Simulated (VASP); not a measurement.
# ScAlH6 (R-3) in VASP: notebook

Aim: see how the results for ScAlH6 move with the level of theory and the settings. Levels: PBEsol, r2SCAN+rVV10. Tasks: single point.

All numbers are computed with VASP 6.6.1; they aren't measurements. Logs are shortened: lines on timing, memory, paths and dates and some standing lists are left out, and cuts for length are marked.

## 1. The cell of the first run

It takes space group R-3 (No. 148, trigonal). Conventional cell: a = 5.842 Å, b = 5.842 Å, c = 5.664 Å, α = 90.00°, β = 90.00°, γ = 120.00°. Sc (site symmetry -3) has 12 H at 2.14 Å within 2.8 Å. Within 2.3 Å of Al (site symmetry -3) lie 6 H at 1.73 Å. Within 2.3 Å of H (site symmetry 1) lie 1 Al at 1.73 Å and 5 H at 1.85 to 2.26 Å and 2 Sc at 2.14 Å.

## 2. Single point, PBEsol

INCAR

```
PREC = Accurate ; ENCUT = 520
EDIFF = 1E-6 ; ISMEAR = -1
SIGMA = 0.03 ; LREAL = False
LASPH = True ; NELM = 100
ALGO = Normal ; ISIF = 2
LWAVE = False ; LCHARG = False
GGA = PS ; NBANDS = 20
```

KPOINTS

```
regular mesh
0
Gamma
  6 6 6
```

POSCAR

```
ScAlH6
1.0
    2.9212018803      1.6865566905      1.8878861873
   -2.9212018803      1.6865566905      1.8878861873
    0.0000000000     -3.3731133853      1.8878861834
Sc Al H
1 1 6
Direct
    0.0000000000      0.0000000000      0.0000000000
    0.5000000000      0.5000000000      0.5000000000
    0.5495724837      0.2304192221      0.1203540091
    0.2304192221      0.1203540091      0.5495724837
    0.8796459909      0.4504275163      0.7695807779
    0.7695807779      0.8796459909      0.4504275163
    0.4504275163      0.7695807779      0.8796459909
    0.1203540091      0.5495724837      0.2304192221
```

Potentials or basis: VASP PAW PBE potentials, release 64 (Sc_sv, Al, H).

Launch:

```console
$ cat potpaw_PBE.64/Sc_sv/POTCAR potpaw_PBE.64/Al/POTCAR potpaw_PBE.64/H/POTCAR > POTCAR
$ mpirun -np 1 vasp_std > vasp.out
```

OUTCAR:

```text
PREC = Accurate
   ENCUT = 520
   EDIFF = 1E-6
   ISMEAR = -1
   LREAL = False
   LASPH = True
   NELM = 100
   ISIF = 2
   GGA = PS

 ion  position               nearest neighbor table
   1  0.000  0.000  0.000-   4 2.14   6 2.14   8 2.14   5 2.14   3 2.14   7 2.14   6 2.14   4 2.14
                             8 2.14   5 2.14   3 2.14   7 2.14   2 2.83   2 2.83
   2  0.500  0.500  0.500-   3 1.73   7 1.73   5 1.73   8 1.73   4 1.73   6 1.73   1 2.83   1 2.83

   3  0.550  0.230  0.120-   2 1.73   1 2.14   1 2.14
   4  0.230  0.120  0.550-   2 1.73   1 2.14   1 2.14
   5  0.880  0.450  0.770-   2 1.73   1 2.14   1 2.14
   6  0.770  0.880  0.450-   2 1.73   1 2.14   1 2.14
   7  0.450  0.770  0.880-   2 1.73   1 2.14   1 2.14
   8  0.120  0.550  0.230-   2 1.73   1 2.14   1 2.14

  LATTYP: Found a trigonal (rhomboedric) cell.
 ALAT       =     3.8654893807
 COS(alpha) =    -0.1422052965

  Lattice vectors:

 A1 = (   2.9212018803,   1.6865566905,   1.8878861873)
 A2 = (  -2.9212018803,   1.6865566905,   1.8878861873)
 A3 = (   0.0000000000,  -3.3731133853,   1.8878861834)

Analysis of symmetry for initial positions (statically):
=====================================================================
 Subroutine PRICEL returns:
 Original cell was already a primitive cell.

 Routine SETGRP: Setting up the symmetry group for a
 trigonal (rhombohedral) supercell.

 Subroutine GETGRP returns: Found  6 space group operations
 (whereof  6 operations were pure point group operations)
 out of a pool of 12 trial point group operations.

The static configuration has the point symmetry S_6 .

Analysis of symmetry for dynamics (positions and initial velocities):
=====================================================================
 Subroutine PRICEL returns:
 Original cell was already a primitive cell.

 Routine SETGRP: Setting up the symmetry group for a
 trigonal (rhombohedral) supercell.

 Subroutine GETGRP returns: Found  6 space group operations
 (whereof  6 operations were pure point group operations)
 out of a pool of 12 trial point group operations.

The dynamic configuration has the point symmetry S_6 .

 Subroutine INISYM returns: Found  6 space group operations
 (whereof  6 operations are pure point group operations),
 and found     1 'primitive' translations

----------------------------------------------------------------------------------------

                                     Primitive cell

  volume of cell :      55.8071

  direct lattice vectors                    reciprocal lattice vectors
     2.921201880  1.686556691  1.887886187     0.171162426  0.098820672  0.176564316
    -2.921201880  1.686556691  1.887886187    -0.171162426  0.098820672  0.176564316
     0.000000000 -3.373113385  1.887886183     0.000000000 -0.197641345  0.176564316

  length of vectors
     3.865489381  3.865489381  3.865489381     0.265022752  0.265022752  0.265022752

  position of ions in fractional coordinates (direct lattice)
     0.000000000  0.000000000  0.000000000
     0.500000000  0.500000000  0.500000000
     0.549572484  0.230419222  0.120354009
     0.230419222  0.120354009  0.549572484
     0.879645991  0.450427516  0.769580778
     0.769580778  0.879645991  0.450427516
     0.450427516  0.769580778  0.879645991
     0.120354009  0.549572484  0.230419222

  ion indices of the primitive-cell ions
   primitive index   ion index
                 1           1
                 2           2
                 3           3
                 4           4
                 5           5
                 6           6
                 7           7
                 8           8

----------------------------------------------------------------------------------------

 KPOINTS: regular mesh

Automatic generation of k-mesh.
 Grid dimensions read from file:
 generate k-points for:    6    6    6

 Generating k-lattice:

  Cartesian coordinates                     Fractional coordinates (reciprocal lattice)
     0.028527071  0.016470112  0.029427386     0.166666667  0.000000000  0.000000000
    -0.028527071  0.016470112  0.029427386     0.000000000  0.166666667  0.000000000
     0.000000000 -0.032940224  0.029427386    -0.000000000 -0.000000000  0.166666667

  Length of vectors
     0.044170459  0.044170459  0.044170459

  Shift w.r.t. Gamma in fractional coordinates (k-lattice)
     0.000000000  0.000000000  0.000000000

 Subroutine IBZKPT returns following result:
 ===========================================

 Found     40 irreducible k-points:

 Following reciprocal coordinates:
            Coordinates               Weight
  0.000000  0.000000  0.000000      1.000000
  0.166667  0.000000 -0.000000      6.000000
  0.333333  0.000000 -0.000000      6.000000
  0.500000  0.000000 -0.000000      3.000000
  0.166667  0.166667 -0.000000      6.000000
  0.333333  0.166667 -0.000000      6.000000
[... 16 lines left out ...]
  0.333333  0.333333  0.166667      6.000000
  0.500000  0.333333  0.166667      6.000000
 [... further k-points ...]
   k-points           NKPTS =     40   k-points in BZ     NKDIM =     40   number of bands    NBANDS=     20
   number of dos      NEDOS =    301   number of ions     NIONS =      8
   total plane-waves  NPLWV =  27000
   dimension x,y,z NGX =    30 NGY =   30 NGZ =   30
   dimension x,y,z NGXF=    60 NGYF=   60 NGZF=   60
   ions per type =               1   1   6
   NGX,Y,Z   is equivalent  to a cutoff of  12.90, 12.90, 12.90 a.u.
   NGXF,Y,Z  is equivalent  to a cutoff of  25.80, 25.80, 25.80 a.u.
 SYSTEM =  unknown system
   PREC   = accura    normal or accurate (medium, high low for compatibility)
   ISTART =      0    job   : 0-new  1-cont  2-samecut
   ICHARG =      2    charge: 1-file 2-atom 10-const
   ISPIN  =      1    spin polarized calculation?
   LNONCOLLINEAR =      F non collinear calculations
   LSORBIT =      F    spin-orbit coupling
   LASPH  =      T    aspherical Exc in radial PAW
   ENCUT  =  520.0 eV  38.22 Ry    6.18 a.u.   7.19  7.19  7.19*2*pi/ulx,y,z
   NELM   =    100;   NELMIN=  2; NELMDL= -5     # of ELM steps
   EDIFF  = 0.1E-05   stopping-criterion for ELM
   LREAL  =      F    real-space projection
   EDIFFG = 0.1E-04   stopping-criterion for IOM
   NSW    =      0    number of steps for IOM
   IBRION =     -1    ionic relax: 0-MD 1-quasi-New 2-CG
   NFREE  =      0    steps in history (QN), initial steepest desc. (CG)
   ISIF   =      2    stress and relaxation
   ISYM   =      2    0-nonsym 1-usesym 2-fastsym
   POTIM  = 0.5000    time-step for ionic-motion
   TEBEG  =    0.0;   TEEND  =   0.0 temperature during run
   PSTRESS=    0.0 pullay stress
   NELECT =      20.0000    total number of electrons
   NUPDOWN=      -1.0000    fix difference up-down
   EMIN   =  10.00;   EMAX   =-10.00  energy-range for DOS
   EFERMI =   0.00;   METHOD = LEGACY
   ISMEAR =    -1;   SIGMA  =   0.03  broadening in eV -4-tet -1-fermi 0-gaus
   EFERMI_NEDOS =   21; number of points for ismear=-14 and -15
   IALGO  =     38    algorithm
   IMIX   =      4    mixing-type and parameters
     AMIX     =   0.40;   BMIX     =  1.00
     AMIX_MAG =   1.60;   BMIX_MAG =  1.00
  volume/ion in A,a.u.               =       6.98        47.08
  Fermi-wavevector in a.u.,A,eV,Ry     =   1.162844  2.197457 18.397897  1.352207
  Thomas-Fermi vector in A             =   2.299401
   LORBIT       =      0    0 simple, 1 ext, 2 COOP (PROOUT), +10 PAW based schemes
   GGA     = PS    functional components
   LHFCALC =     F    Hartree Fock is set to
   AEXX    =    0.0000 exact exchange contribution
   IVDW    =     0    specifies the selected vdW correction
   LEPSILON=     F    determine dielectric tensor
   LRPA    =     F    only Hartree local field effects (RPA)
 non-spin polarized calculation
  energy-cutoff  :      520.00
  volume of cell :       55.81
 maximum number of plane-waves:      1517
 NGX is ok and might be reduce to    30
   NGX = 15   NGY = 15   NGZ = 15

 number of electron      20.0000011 magnetization

 Free energy of the ion-electron system (eV)
  ---------------------------------------------------
  ext. energy  EPLUGINS =         0.00000000
  ---------------------------------------------------
  free energy    TOTEN  =       -31.98634643 eV

  energy without entropy =      -31.98634643  energy(sigma->0) =      -31.98634643

 E-fermi :   4.3056     XC(G=0): -10.4617

 val. band max:        3.6906869916   @ k =   0.5000   0.0000  -0.0000
 cond. band min:       4.9035268086   @ k =   0.5000   0.5000  -0.0000
 fundamental gap:      1.2128398171
 Fermi energy:         4.3055654203

 k-point     1 :       0.0000    0.0000    0.0000
  band No.  band energies     occupation
      1     -45.4308      2.00000
      2     -24.1584      2.00000
      3     -24.1235      2.00000
      4     -24.1235      2.00000
      5      -6.7633      2.00000
      6       0.0443      2.00000
[... 12 lines left out ...]
     19      12.0866      0.00000
     20      12.4316      0.00000

 k-point     2 :       0.1667    0.0000   -0.0000
  band No.  band energies     occupation
      1     -45.4301      2.00000
      2     -24.1636      2.00000
      3     -24.1325      2.00000
      4     -24.1226      2.00000
      5      -6.4714      2.00000
      6      -0.8688      2.00000
[... 12 lines left out ...]
     19      12.4607      0.00000
     20      13.1152      0.00000
[... 465 lines left out ...]
      3     -24.1701      2.00000
      4     -24.1407      2.00000
      5      -3.8808      2.00000
      6      -2.1757      2.00000
[... 12 lines left out ...]
     19      12.3240      0.00000
     20      13.7873      0.00000

 k-point    24 :       0.5000    0.3333    0.1667
  band No.  band energies     occupation
      1     -45.4250      2.00000
      2     -24.1908      2.00000
      3     -24.1729      2.00000
      4     -24.1399      2.00000
      5      -3.8323      2.00000
      6      -2.3045      2.00000
[... 12 lines left out ...]
     19      13.0718      0.00000
     20      13.5860      0.00000

 [... further k-points ...]

------------------------ aborting loop because EDIFF is reached ----------------------------------------

  FORCE on cell =-STRESS in cart. coord.  units (eV):
  Direction    XX          YY          ZZ          XY          YZ          ZX
  --------------------------------------------------------------------------------------
  -------------------------------------------------------------------------------------
  Total       -0.0036330     -0.0036330      0.0203226      0.0000000     -0.0000000      0.0000000
  in kB       -0.1043006     -0.1043006      0.5834445      0.0000002     -0.0000000      0.0000000
  external PRESSURE =       0.1249478 kB  Pullay stress =       0.0000000 kB

 VOLUME and BASIS-vectors are now :
 -----------------------------------------------------------------------------
  energy-cutoff  :      520.00
  volume of cell :       55.81
      direct lattice vectors                 reciprocal lattice vectors
     2.921201880  1.686556691  1.887886187     0.171162426  0.098820672  0.176564316
    -2.921201880  1.686556691  1.887886187    -0.171162426  0.098820672  0.176564316
     0.000000000 -3.373113385  1.887886183     0.000000000 -0.197641345  0.176564316

 POSITION                                       TOTAL-FORCE (eV/Angst)
 -----------------------------------------------------------------------------------
      0.00000      0.00000      0.00000        -0.000000      0.000000      0.000000
      0.00000     -0.00000      2.83183        -0.000000     -0.000000      0.000000
      0.93231      0.90953      1.69975        -0.001760      0.001452      0.004437
      0.32152     -1.26217      1.69975         0.002137      0.000799      0.004437
      1.25383     -0.35264      3.96391         0.000377      0.002250     -0.004437
     -0.32152      1.26217      3.96391        -0.002137     -0.000799     -0.004437
     -0.93231     -0.90953      3.96391         0.001760     -0.001452     -0.004437
     -1.25383      0.35264      1.69975        -0.000377     -0.002250      0.004437
 -----------------------------------------------------------------------------------
    total drift:                               -0.000000     -0.000000      0.000000

  FREE ENERGIE OF THE ION-ELECTRON SYSTEM (eV)
  ---------------------------------------------------
  free  energy   TOTEN  =       -31.9863464349 eV

  energy  without entropy=      -31.9863464348  energy(sigma->0) =      -31.98634643
```

Wall time 54 s (1 thread of Oxide Virtual Turin-like, shared host); peak memory 0.16 GiB.

Results:

* Free energy: -31.9863 eV
* Pressure: 0.0 GPa
* Largest force: 0.005 eV/Å
* Band gap on the k mesh: 1.21 eV, indirect (least direct gap 1.61 eV)

Forces on the atoms (eV/Å):
```
Sc   0.000  0.000  0.000
Al   0.000  0.000  0.000
H   -0.002  0.001  0.004
H    0.002  0.001  0.004
H    0.000  0.002 -0.004
H   -0.002 -0.001 -0.004
H    0.002 -0.001 -0.004
H    0.000 -0.002  0.004
```

Levels at points of the mesh, in eV from the valence-band top:
```
           k point  band 8  band 9  band 10  band 11  band 12  band 13
(0.00, 0.00, 0.00)   -2.50   -1.56    -1.56     1.21     2.22     2.22
(0.50, 0.00, 0.00)   -2.67   -0.93     0.00     1.61     2.13     2.91
(0.50, 0.50, 0.00)   -4.64   -1.25    -0.94     1.21     2.82     3.02
(0.50, 0.50, 0.50)   -4.57   -4.24    -4.24     2.65     2.84     2.84
```

Caveat: the PAW data sets were made with another functional, which shifts forces and pressure a little.

## 3. Single point, r2SCAN+rVV10

This run uses another cell than the first one, of 7.22 Å³/atom, 1.034 times its volume.

POSCAR

```
ScAlH6
1.0
    2.9649224417      1.7117987684      1.8957892230
   -2.9649224417      1.7117987684      1.8957892230
    0.0000000000     -3.4235975411      1.8957892191
Sc Al H
1 1 6
Direct
    0.0000000000      0.0000000000      0.0000000000
    0.5000000000      0.5000000000      0.5000000000
    0.5544152643      0.2210090600      0.1433495761
    0.2210090600      0.1433495761      0.5544152643
    0.8566504239      0.4455847357      0.7789909400
    0.7789909400      0.8566504239      0.4455847357
    0.4455847357      0.7789909400      0.8566504239
    0.1433495761      0.5544152643      0.2210090600
```

INCAR.step1

```
  ALGO = Normal
  EDIFF = 1E-4
  ENCUT = 520
  GGA = PE
  ISMEAR = -1
  LASPH = T
  LCHARG = F
  LREAL = F
  LWAVE = T
  NBANDS = 20
  NELM = 100
  PREC = Accurate
  SIGMA = 0.03
```

INCAR.step2

```
  ALGO = Normal
  BPARAM = 11.95
  CPARAM = 0.0093
  EDIFF = 1E-7
  ENCUT = 520
  ISIF = 2
  ISMEAR = -1
  ISTART = 1
  IVDW_NL = 2
  LASPH = T
  LCHARG = F
  LMIXTAU = T
  LREAL = F
  LUSE_VDW = T
  LWAVE = F
  METAGGA = R2SCAN
  NBANDS = 20
  NELM = 100
  PREC = Accurate
  SIGMA = 0.03
```

KPOINTS

```
k-points
0
Gamma
  6 6 6
```

Potentials or basis: VASP PAW PBE potentials, release 64 (Sc_sv, Al, H).

Launch:

```console
$ cat potpaw_PBE.64/Sc_sv/POTCAR potpaw_PBE.64/Al/POTCAR potpaw_PBE.64/H/POTCAR > POTCAR
$ cp INCAR.step1 INCAR
$ mpirun -np 1 vasp_std > vasp.out
$ cp INCAR.step2 INCAR
$ mpirun -np 1 vasp_std > vasp.out
```

Run time: 4.2 min. Hardware: 1 thread of Oxide Virtual Turin-like, shared host; peak memory 0.28 GiB.

The run converged. Its results:

| Quantity | Value |
| --- | --- |
| Free energy | -40.1014 eV |
| Pressure | 0.0 GPa |
| Largest force | 0.021 eV/Å |
| Band gap on the k mesh | 1.62 eV, indirect (least direct gap 2.18 eV) |

Forces on the atoms (eV/Å):
```
Sc   0.000  0.000  0.000
Al   0.000  0.000  0.000
H   -0.009 -0.004  0.018
H    0.001  0.010  0.018
H   -0.008  0.006 -0.018
H   -0.001 -0.010 -0.018
H    0.009  0.004 -0.018
H    0.008 -0.006  0.018
```

Levels at points of the mesh, in eV from the valence-band top:
| k point | band 6 | band 7 | band 8 | band 9 | band 10 | band 11 | band 12 | band 13 | band 14 | band 15 |
| --- | --- | --- | --- | --- | --- | --- | --- | --- | --- | --- |
| (0.00, 0.00, 0.00) | -3.39 | -3.39 | -2.64 | -1.67 | -1.67 | 1.62 | 2.61 | 2.61 | 5.64 | 5.64 |
| (0.50, 0.00, 0.00) | -7.44 | -3.76 | -2.78 | -0.78 | 0.00 | 2.18 | 2.48 | 3.28 | 4.41 | 4.91 |
| (0.50, 0.50, 0.00) | -6.04 | -5.24 | -4.46 | -1.06 | -0.98 | 1.68 | 3.17 | 3.40 | 4.19 | 5.33 |
| (0.50, 0.50, 0.50) | -4.89 | -4.21 | -4.21 | -4.14 | -4.14 | 3.18 | 3.18 | 3.80 | 4.44 | 4.63 |

Caveat: the PAW data sets were made with another functional, which shifts forces and pressure a little.
